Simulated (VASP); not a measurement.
# Si (Fd-3m) in VASP: single point with r2SCAN

Aim: the single point of Si with r2SCAN.

Everything below comes from runs of VASP 6.6.1. Logs are shortened: lines on timing, memory, paths and dates and some standing lists are left out, and cuts for length are marked.

## 1. The cell of the first run

The structure is cubic, space group Fd-3m (No. 227). The conventional cell has a = 5.444 Å, b = 5.444 Å, c = 5.444 Å, α = 90.00°, β = 90.00°, γ = 90.00°. Si (site symmetry -43m) has 4 Si at 2.36 Å within 3.1 Å.

## 2. Single point, r2SCAN

POSCAR

```
Si
1.0
    0.0000000000      2.7218511900      2.7218511900
    2.7218511900      0.0000000000      2.7218511900
    2.7218511900      2.7218511900      0.0000000000
Si
2
Direct
    0.7500000000      0.7500000000      0.7500000000
    0.5000000000      0.5000000000      0.5000000000
```

INCAR.step1

```
PREC = Accurate
ENCUT = 550
ISMEAR = 0
SIGMA = 0.01
LREAL = False
LASPH = True
NELM = 120
NBANDS = 11
GGA = PE
ALGO = Normal
EDIFF = 1E-5
LWAVE = True
LCHARG = False
GGA_COMPAT = False
```

INCAR.step2

```
PREC = Accurate
ENCUT = 550
EDIFF = 1E-6
ISMEAR = 0
SIGMA = 0.01
LREAL = False
LASPH = True
NELM = 120
ALGO = Normal
ISIF = 2
LWAVE = False
LCHARG = False
METAGGA = R2SCAN
LMIXTAU = True
NBANDS = 11
ISTART = 1
GGA_COMPAT = False
```

KPOINTS

```
regular mesh
0
Gamma
  8 8 8
```

Potentials or basis: VASP PAW PBE potentials, release 64 (Si).

Run with:

```console
$ cat potpaw_PBE.64/Si/POTCAR > POTCAR
$ cp INCAR.step1 INCAR
$ mpirun -np 1 vasp_std > vasp.out
$ cp INCAR.step2 INCAR
$ mpirun -np 1 vasp_std > vasp.out
```

OUTCAR:

```text
PREC = Accurate
   ENCUT = 550
   EDIFF = 1E-6
   ISMEAR = 0
   LREAL = False
   LASPH = True
   NELM = 120
   ISIF = 2
   METAGGA = R2SCAN
   ISTART = 1

 ion  position               nearest neighbor table
   1  0.750  0.750  0.750-   2 2.36   2 2.36   2 2.36   2 2.36
   2  0.500  0.500  0.500-   1 2.36   1 2.36   1 2.36   1 2.36

  LATTYP: Found a face centered cubic cell.
 ALAT       =     5.4437023800

  Lattice vectors:

 A1 = (   0.0000000000,   2.7218511900,   2.7218511900)
 A2 = (   2.7218511900,   0.0000000000,   2.7218511900)
 A3 = (   2.7218511900,   2.7218511900,   0.0000000000)

Analysis of symmetry for initial positions (statically):
=====================================================================
 Subroutine PRICEL returns:
 Original cell was already a primitive cell.

 Routine SETGRP: Setting up the symmetry group for a
 face centered cubic supercell.

 Subroutine GETGRP returns: Found 48 space group operations
 (whereof 24 operations were pure point group operations)
 out of a pool of 48 trial point group operations.

The static configuration has the point symmetry T_d .
 The point group associated with its full space group is O_h .

Analysis of symmetry for dynamics (positions and initial velocities):
=====================================================================
 Subroutine PRICEL returns:
 Original cell was already a primitive cell.

 Routine SETGRP: Setting up the symmetry group for a
 face centered cubic supercell.

 Subroutine GETGRP returns: Found 48 space group operations
 (whereof 24 operations were pure point group operations)
 out of a pool of 48 trial point group operations.

The dynamic configuration has the point symmetry T_d .
 The point group associated with its full space group is O_h .

 Subroutine INISYM returns: Found 48 space group operations
 (whereof 24 operations are pure point group operations),
 and found     1 'primitive' translations

----------------------------------------------------------------------------------------

                                     Primitive cell

  volume of cell :      40.3295

  direct lattice vectors                    reciprocal lattice vectors
     0.000000000  2.721851190  2.721851190    -0.183698507  0.183698507  0.183698507
     2.721851190  0.000000000  2.721851190     0.183698507 -0.183698507  0.183698507
     2.721851190  2.721851190  0.000000000     0.183698507  0.183698507 -0.183698507

  length of vectors
     3.849278868  3.849278868  3.849278868     0.318175147  0.318175147  0.318175147

  position of ions in fractional coordinates (direct lattice)
     0.750000000  0.750000000  0.750000000
     0.500000000  0.500000000  0.500000000

  ion indices of the primitive-cell ions
   primitive index   ion index
                 1           1
                 2           2

----------------------------------------------------------------------------------------

 KPOINTS: regular mesh

Automatic generation of k-mesh.
 Grid dimensions read from file:
 generate k-points for:    8    8    8

 Generating k-lattice:

  Cartesian coordinates                     Fractional coordinates (reciprocal lattice)
    -0.022962313  0.022962313  0.022962313     0.125000000  0.000000000  0.000000000
     0.022962313 -0.022962313  0.022962313     0.000000000  0.125000000  0.000000000
     0.022962313  0.022962313 -0.022962313     0.000000000  0.000000000  0.125000000

  Length of vectors
     0.039771893  0.039771893  0.039771893

  Shift w.r.t. Gamma in fractional coordinates (k-lattice)
     0.000000000  0.000000000  0.000000000

 Subroutine IBZKPT returns following result:
 ===========================================

 Found     29 irreducible k-points:

 Following reciprocal coordinates:
            Coordinates               Weight
  0.000000  0.000000  0.000000      1.000000
  0.125000  0.000000  0.000000      8.000000
  0.250000  0.000000  0.000000      8.000000
  0.375000  0.000000  0.000000      8.000000
  0.500000  0.000000  0.000000      4.000000
  0.125000  0.125000  0.000000      6.000000
[... 16 lines left out ...]
  0.500000  0.250000  0.125000     48.000000
 -0.375000  0.250000  0.125000     24.000000
 [... further k-points ...]
   k-points           NKPTS =     29   k-points in BZ     NKDIM =     29   number of bands    NBANDS=     11
   number of dos      NEDOS =    301   number of ions     NIONS =      2
   total plane-waves  NPLWV =  27000
   dimension x,y,z NGX =    30 NGY =   30 NGZ =   30
   dimension x,y,z NGXF=    60 NGYF=   60 NGZF=   60
   ions per type =               2
   NGX,Y,Z   is equivalent  to a cutoff of  12.96, 12.96, 12.96 a.u.
   NGXF,Y,Z  is equivalent  to a cutoff of  25.91, 25.91, 25.91 a.u.
 SYSTEM =  unknown system
   PREC   = accura    normal or accurate (medium, high low for compatibility)
   ISTART =      1    job   : 0-new  1-cont  2-samecut
   ICHARG =      0    charge: 1-file 2-atom 10-const
   ISPIN  =      1    spin polarized calculation?
   LNONCOLLINEAR =      F non collinear calculations
   LSORBIT =      F    spin-orbit coupling
   LASPH  =      T    aspherical Exc in radial PAW
   ENCUT  =  550.0 eV  40.42 Ry    6.36 a.u.   7.36  7.36  7.36*2*pi/ulx,y,z
   NELM   =    120;   NELMIN=  2; NELMDL=  0     # of ELM steps
   EDIFF  = 0.1E-05   stopping-criterion for ELM
   LREAL  =      F    real-space projection
   EDIFFG = 0.1E-04   stopping-criterion for IOM
   NSW    =      0    number of steps for IOM
   IBRION =     -1    ionic relax: 0-MD 1-quasi-New 2-CG
   NFREE  =      0    steps in history (QN), initial steepest desc. (CG)
   ISIF   =      2    stress and relaxation
   ISYM   =      2    0-nonsym 1-usesym 2-fastsym
   POTIM  = 0.5000    time-step for ionic-motion
   TEBEG  =    0.0;   TEEND  =   0.0 temperature during run
   PSTRESS=    0.0 pullay stress
   NELECT =       8.0000    total number of electrons
   NUPDOWN=      -1.0000    fix difference up-down
   EMIN   =  10.00;   EMAX   =-10.00  energy-range for DOS
   EFERMI =   0.00;   METHOD = LEGACY
   ISMEAR =     0;   SIGMA  =   0.01  broadening in eV -4-tet -1-fermi 0-gaus
   EFERMI_NEDOS =   21; number of points for ismear=-14 and -15
   IALGO  =     38    algorithm
   IMIX   =      4    mixing-type and parameters
     AMIX     =   0.40;   BMIX     =  1.00
     AMIX_MAG =   1.60;   BMIX_MAG =  1.00
  volume/ion in A,a.u.               =      20.16       136.08
  Fermi-wavevector in a.u.,A,eV,Ry     =   0.954766  1.804247 12.402783  0.911579
  Thomas-Fermi vector in A             =   2.083543
   LORBIT       =      0    0 simple, 1 ext, 2 COOP (PROOUT), +10 PAW based schemes
   METAGGA = R2SCAN    functional components
   LHFCALC =     F    Hartree Fock is set to
   AEXX    =    0.0000 exact exchange contribution
   IVDW    =     0    specifies the selected vdW correction
   LEPSILON=     F    determine dielectric tensor
   LRPA    =     F    only Hartree local field effects (RPA)
 non-spin polarized calculation
 Gauss-broadening in eV      SIGMA  =   0.01
  energy-cutoff  :      550.00
  volume of cell :       40.33
 maximum number of plane-waves:      1243
 NGX is ok and might be reduce to    30
   NGX = 15   NGY = 15   NGZ = 15

 number of electron       8.0000001 magnetization

 Free energy of the ion-electron system (eV)
  ---------------------------------------------------
  ext. energy  EPLUGINS =         0.00000000
  ---------------------------------------------------
  free energy    TOTEN  =       -17.54697307 eV

  energy without entropy =      -17.54697307  energy(sigma->0) =      -17.54697307

 E-fermi :   5.7328     XC(G=0):  -9.8258

 val. band max:        5.6660983333   @ k =   0.0000   0.0000   0.0000
 cond. band min:       6.4913409963   @ k =   0.3750   0.3750   0.0000
 fundamental gap:      0.8252426630
 Fermi energy:         5.7327849018

 k-point     1 :       0.0000    0.0000    0.0000
  band No.  band energies     occupation
      1      -6.8091      2.00000
      2       5.6661      2.00000
      3       5.6661      2.00000
      4       5.6661      2.00000
      5       8.4210      0.00000
      6       8.4210      0.00000
      7       8.4210      0.00000
      8       9.5671      0.00000
      9      13.7887      0.00000
     10      13.7887      0.00000
     11      14.3354      0.00000

 k-point     2 :       0.1250    0.0000    0.0000
  band No.  band energies     occupation
      1      -6.5955      2.00000
      2       4.0329      2.00000
      3       5.3631      2.00000
      4       5.3631      2.00000
      5       8.4491      0.00000
      6       8.8676      0.00000
      7       8.8676      0.00000
      8      10.8797      0.00000
      9      13.3132      0.00000
     10      13.3132      0.00000
     11      15.1233      0.00000

 k-point     3 :       0.2500    0.0000    0.0000
  band No.  band energies     occupation
      1      -5.9727      2.00000
      2       1.6092      2.00000
      3       4.8660      2.00000
      4       4.8660      2.00000
      5       8.0101      0.00000
      6       9.4192      0.00000
      7       9.4192      0.00000
      8      13.1619      0.00000
      9      13.2906      0.00000
     10      13.2906      0.00000
     11      15.3451      0.00000

 k-point     4 :       0.3750    0.0000    0.0000
  band No.  band energies     occupation
      1      -5.0391      2.00000
      2      -0.5007      2.00000
      3       4.5189      2.00000
      4       4.5189      2.00000
      5       7.6516      0.00000
      6       9.3703      0.00000
      7       9.3703      0.00000
      8      14.1490      0.00000
      9      14.7577      0.00000
     10      14.7577      0.00000
     11      16.0745      0.00000
[... 239 lines left out ...]
 k-point    22 :       0.3750    0.2500    0.1250
  band No.  band energies     occupation
      1      -5.4183      2.00000
      2       1.2324      2.00000
      3       2.8546      2.00000
      4       4.1760      2.00000
      5       8.3561      0.00000
      6       9.9296      0.00000
      7      10.1825      0.00000
      8      11.5397      0.00000
      9      13.9660      0.00000
     10      16.5805      0.00000
     11      17.5065      0.00000

 k-point    23 :       0.5000    0.2500    0.1250
  band No.  band energies     occupation
      1      -4.4897      2.00000
      2      -0.3936      2.00000
      3       2.2295      2.00000
      4       3.6528      2.00000
      5       8.8239      0.00000
      6       9.5311      0.00000
      7      11.0744      0.00000
      8      12.0046      0.00000
      9      15.2599      0.00000
     10      16.0341      0.00000
     11      18.4007      0.00000

 k-point    24 :      -0.3750    0.2500    0.1250
  band No.  band energies     occupation
      1      -3.8095      2.00000
      2      -1.3808      2.00000
      3       2.0982      2.00000
      4       3.4122      2.00000
      5       9.0438      0.00000
      6       9.0779      0.00000
      7      11.9850      0.00000
      8      13.2568      0.00000
      9      13.5760      0.00000
     10      16.8970      0.00000
     11      18.0954      0.00000

 [... further k-points ...]
[... 5 lines left out ...]
  --------------------------------------------------------------------------------------
  -------------------------------------------------------------------------------------
  Total       -0.0509283     -0.0509283     -0.0509283     -0.0000000     -0.0000000     -0.0000000
  in kB       -2.0232375     -2.0232375     -2.0232375     -0.0000000     -0.0000000     -0.0000000
  external PRESSURE =      -2.0232375 kB  Pullay stress =       0.0000000 kB

 VOLUME and BASIS-vectors are now :
 -----------------------------------------------------------------------------
  energy-cutoff  :      550.00
  volume of cell :       40.33
      direct lattice vectors                 reciprocal lattice vectors
     0.000000000  2.721851190  2.721851190    -0.183698507  0.183698507  0.183698507
     2.721851190  0.000000000  2.721851190     0.183698507 -0.183698507  0.183698507
     2.721851190  2.721851190  0.000000000     0.183698507  0.183698507 -0.183698507

 POSITION                                       TOTAL-FORCE (eV/Angst)
 -----------------------------------------------------------------------------------
      4.08278      4.08278      4.08278         0.000000      0.000000     -0.000000
      2.72185      2.72185      2.72185        -0.000000     -0.000000      0.000000
 -----------------------------------------------------------------------------------
    total drift:                                0.000000     -0.000000     -0.000000

  FREE ENERGIE OF THE ION-ELECTRON SYSTEM (eV)
  ---------------------------------------------------
  free  energy   TOTEN  =       -17.5469730736 eV

  energy  without entropy=      -17.5469730736  energy(sigma->0) =      -17.54697307
```

It took 93 s on 1 thread of Intel Xeon 8259CL, shared host; peak memory 0.16 GiB.

What came out:

```
Free energy            : -17.5470 eV
Pressure               : -0.2 GPa
Band gap on the k mesh : 0.83 eV, indirect (least direct gap 2.75 eV)
```

Caveat: the PAW data sets were made with another functional, which shifts forces and pressure a little. A k mesh can miss the band edges.
